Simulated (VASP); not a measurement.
# CuF (Pm-3m) in VASP: single point with PBE

Aim: the single point of CuF with PBE.

Everything below comes from runs of VASP 6.6.1. Logs are shortened: lines on timing, memory, paths and dates and some standing lists are left out, and cuts for length are marked.

## (1) The cell of the first run

The structure is cubic, space group Pm-3m (No. 221). Conventional cell: a = 2.738 Å, b = 2.738 Å, c = 2.738 Å, α = 90.00°, β = 90.00°, γ = 90.00°. Cu (site symmetry m-3m) has 8 F at 2.37 Å and 6 Cu at 2.74 Å within 3.1 Å. F (site symmetry m-3m) has 8 Cu at 2.37 Å and 6 F at 2.74 Å within 3.1 Å.

## (2) Single point, PBE

Input file INCAR:

```
SYSTEM = CuF
ALGO = Normal
EDIFF = 1E-6
ENCUT = 520
GGA = PE
ISIF = 2
ISMEAR = -1
LASPH = .TRUE.
LCHARG = .FALSE.
LREAL = .FALSE.
LWAVE = .FALSE.
NBANDS = 16
NELM = 80
PREC = Accurate
SIGMA = 0.02
```

Input file KPOINTS:

```
k-points
0
G
  6 6 6
  0 0 0
```

Input file POSCAR:

```
CuF
1.0
    2.7384616894      0.0000000000      0.0000000000
    0.0000000000      2.7384616894      0.0000000000
    0.0000000000      0.0000000000      2.7384616894
Cu F
1 1
Direct
    0.0000000000      0.0000000000      0.0000000000
    0.5000000000      0.5000000000      0.5000000000
```

Potentials or basis: VASP PAW PBE potentials, release 64 (Cu, F).

Launch:

```sh
$ cat potpaw_PBE.64/Cu/POTCAR potpaw_PBE.64/F/POTCAR > POTCAR
$ mpirun -np 1 vasp_std > vasp.out
```

OUTCAR:

```text
SYSTEM = CuF
   EDIFF = 1E-6
   ENCUT = 520
   GGA = PE
   ISIF = 2
   ISMEAR = -1
   LASPH = .TRUE.
   LREAL = .FALSE.
   NELM = 80
   PREC = Accurate

 ion  position               nearest neighbor table
   1  0.000  0.000  0.000-
   2  0.500  0.500  0.500-

  LATTYP: Found a simple cubic cell.
 ALAT       =     2.7384616894

  Lattice vectors:

 A1 = (   2.7384616894,   0.0000000000,   0.0000000000)
 A2 = (   0.0000000000,   2.7384616894,   0.0000000000)
 A3 = (   0.0000000000,   0.0000000000,   2.7384616894)

Analysis of symmetry for initial positions (statically):
=====================================================================
 Subroutine PRICEL returns:
 Original cell was already a primitive cell.

 Routine SETGRP: Setting up the symmetry group for a
 simple cubic supercell.

 Subroutine GETGRP returns: Found 48 space group operations
 (whereof 48 operations were pure point group operations)
 out of a pool of 48 trial point group operations.

The static configuration has the point symmetry O_h .

Analysis of symmetry for dynamics (positions and initial velocities):
=====================================================================
 Subroutine PRICEL returns:
 Original cell was already a primitive cell.

 Routine SETGRP: Setting up the symmetry group for a
 simple cubic supercell.

 Subroutine GETGRP returns: Found 48 space group operations
 (whereof 48 operations were pure point group operations)
 out of a pool of 48 trial point group operations.

The dynamic configuration has the point symmetry O_h .

 Subroutine INISYM returns: Found 48 space group operations
 (whereof 48 operations are pure point group operations),
 and found     1 'primitive' translations

----------------------------------------------------------------------------------------

                                     Primitive cell

  volume of cell :      20.5362

  direct lattice vectors                    reciprocal lattice vectors
     2.738461689  0.000000000  0.000000000     0.365168519  0.000000000  0.000000000
     0.000000000  2.738461689  0.000000000     0.000000000  0.365168519  0.000000000
     0.000000000  0.000000000  2.738461689     0.000000000  0.000000000  0.365168519

  length of vectors
     2.738461689  2.738461689  2.738461689     0.365168519  0.365168519  0.365168519

  position of ions in fractional coordinates (direct lattice)
     0.000000000  0.000000000  0.000000000
     0.500000000  0.500000000  0.500000000
[... 70 lines left out ...]
   ENCUT  =  520.0 eV  38.22 Ry    6.18 a.u.   5.09  5.09  5.09*2*pi/ulx,y,z
   NELM   =     80;   NELMIN=  2; NELMDL= -5     # of ELM steps
   EDIFF  = 0.1E-05   stopping-criterion for ELM
   LREAL  =      F    real-space projection
   EDIFFG = 0.1E-04   stopping-criterion for IOM
   NSW    =      0    number of steps for IOM
   IBRION =     -1    ionic relax: 0-MD 1-quasi-New 2-CG
   NFREE  =      0    steps in history (QN), initial steepest desc. (CG)
   ISIF   =      2    stress and relaxation
   ISYM   =      2    0-nonsym 1-usesym 2-fastsym
   POTIM  = 0.5000    time-step for ionic-motion
   TEBEG  =    0.0;   TEEND  =   0.0 temperature during run
   PSTRESS=    0.0 pullay stress
   NELECT =      18.0000    total number of electrons
   NUPDOWN=      -1.0000    fix difference up-down
   EMIN   =  10.00;   EMAX   =-10.00  energy-range for DOS
   EFERMI =   0.00;   METHOD = LEGACY
   ISMEAR =    -1;   SIGMA  =   0.02  broadening in eV -4-tet -1-fermi 0-gaus
   EFERMI_NEDOS =   21; number of points for ismear=-14 and -15
   IALGO  =     38    algorithm
   IMIX   =      4    mixing-type and parameters
     AMIX     =   0.40;   BMIX     =  1.00
     AMIX_MAG =   1.60;   BMIX_MAG =  1.00
  volume/ion in A,a.u.               =      10.27        69.29
  Fermi-wavevector in a.u.,A,eV,Ry     =   1.566723  2.960678 33.397163  2.454622
  Thomas-Fermi vector in A             =   2.669009
   LORBIT       =      0    0 simple, 1 ext, 2 COOP (PROOUT), +10 PAW based schemes
   GGA     = PE    functional components
   LHFCALC =     F    Hartree Fock is set to
   AEXX    =    0.0000 exact exchange contribution
   IVDW    =     0    specifies the selected vdW correction
   LEPSILON=     F    determine dielectric tensor
   LRPA    =     F    only Hartree local field effects (RPA)
 non-spin polarized calculation
  energy-cutoff  :      520.00
  volume of cell :       20.54
 maximum number of plane-waves:       565
   NGX = 11   NGY = 11   NGZ = 11

 number of electron      17.9999961 magnetization

 Free energy of the ion-electron system (eV)
  ---------------------------------------------------
  ext. energy  EPLUGINS =         0.00000000
  ---------------------------------------------------
  free energy    TOTEN  =        -6.97077324 eV

  energy without entropy =       -6.96818271  energy(sigma->0) =       -6.96947797

 E-fermi :   5.0139     XC(G=0): -11.8709

 val. band max:        5.0090792358   @ k =   0.5000   0.5000   0.3333
 cond. band min:       5.0153288188   @ k =   0.5000   0.5000   0.5000
 fundamental gap:      0.0062495830
 Fermi energy:         5.0138547270

 k-point     1 :       0.0000    0.0000    0.0000
  band No.  band energies     occupation
      1     -19.1049      2.00000
      2       0.5710      2.00000
      3       0.5710      2.00000
      4       0.5710      2.00000
      5       3.0925      2.00000
      6       3.0925      2.00000
[... 357 lines left out ...]
      3      -1.3774      2.00000
      4      -1.3774      2.00000
      5       4.9802      1.68627
      6       4.9802      1.68627
[... 8 lines left out ...]
     15      23.5416      0.00000
     16      23.5416      0.00000

------------------------ aborting loop because EDIFF is reached ----------------------------------------

  FORCE on cell =-STRESS in cart. coord.  units (eV):
  Direction    XX          YY          ZZ          XY          YZ          ZX
  --------------------------------------------------------------------------------------
  -------------------------------------------------------------------------------------
  Total        0.8287065      0.8287065      0.8287065     -0.0000000     -0.0000000      0.0000000
  in kB       64.6533955     64.6533955     64.6533955     -0.0000000     -0.0000000      0.0000000
  external PRESSURE =      64.6533955 kB  Pullay stress =       0.0000000 kB

 VOLUME and BASIS-vectors are now :
 -----------------------------------------------------------------------------
  energy-cutoff  :      520.00
  volume of cell :       20.54
      direct lattice vectors                 reciprocal lattice vectors
     2.738461689  0.000000000  0.000000000     0.365168519  0.000000000  0.000000000
     0.000000000  2.738461689  0.000000000     0.000000000  0.365168519  0.000000000
     0.000000000  0.000000000  2.738461689     0.000000000  0.000000000  0.365168519

 POSITION                                       TOTAL-FORCE (eV/Angst)
 -----------------------------------------------------------------------------------
      0.00000      0.00000      0.00000         0.000000      0.000000      0.000000
      1.36923      1.36923      1.36923         0.000000      0.000000      0.000000
 -----------------------------------------------------------------------------------
    total drift:                                0.000000      0.000000      0.000000

  FREE ENERGIE OF THE ION-ELECTRON SYSTEM (eV)
  ---------------------------------------------------
  free  energy   TOTEN  =        -6.9707732391 eV

  energy  without entropy=       -6.9681827081  energy(sigma->0) =       -6.96947797
```

OSZICAR:

```text
N       E                     dE             d eps       ncg     rms          rms(c)
DAV:   1     0.106856859281E+03    0.10686E+03   -0.94376E+03   688   0.181E+03
DAV:   2    -0.250948895841E+01   -0.10937E+03   -0.98168E+02   688   0.305E+02
DAV:   3    -0.785028862343E+01   -0.53408E+01   -0.51997E+01   752   0.710E+01
DAV:   4    -0.790428084761E+01   -0.53992E-01   -0.53984E-01   752   0.688E+00
DAV:   5    -0.790512865244E+01   -0.84780E-03   -0.84779E-03   800   0.862E-01    0.631E+00
DAV:   6    -0.745416951837E+01    0.45096E+00   -0.39035E+00   848   0.496E+01    0.533E+00
DAV:   7    -0.698292060954E+01    0.47125E+00   -0.12330E+00   744   0.369E+01    0.982E-01
DAV:   8    -0.697510310950E+01    0.78175E-02   -0.69602E-02   696   0.232E+00    0.406E-01
DAV:   9    -0.697083716284E+01    0.42659E-02   -0.50189E-03   880   0.133E+00    0.942E-02
DAV:  10    -0.697080672798E+01    0.30435E-04   -0.97212E-04   784   0.543E-01    0.573E-02
DAV:  11    -0.697079965642E+01    0.70716E-05   -0.14199E-04   904   0.279E-01    0.404E-02
DAV:  12    -0.697077320060E+01    0.26456E-04   -0.70074E-05   800   0.121E-01    0.321E-03
DAV:  13    -0.697077323905E+01   -0.38449E-07   -0.16303E-06   656   0.141E-02
   1 F= -.69707732E+01 E0= -.69694780E+01  d E =-.259053E-02
```

stdout:

```text
POSCAR found type information on POSCAR CuF
 POSCAR found :  2 types and       2 ions
 scaLAPACK will be used
 LDA part: xc-table for (Slater+PW92), standard interpolation
 POSCAR, INCAR and KPOINTS ok, starting setup
 FFT: planning ... GRIDC
 FFT: planning ... GRID_SOFT
 FFT: planning ... GRID
 WAVECAR not read
 entering main loop
```

Run time: 4 s. Hardware: 1 thread of Intel Xeon 6975P-C (Granite Rapids), shared host; peak memory 0.12 GiB.

Results:

```
Free energy            : -6.9708 eV
Pressure               : 6.5 GPa
Band gap on the k mesh : zero (band 9 reaches 5.02 eV, above the bottom of band 10 at 4.65 eV)
```

Caveat: the k points lie up to 0.38 Å⁻¹ apart; semilocal functionals often make such compounds metallic where correlation or magnetic order opens a gap, which also shifts bond lengths.
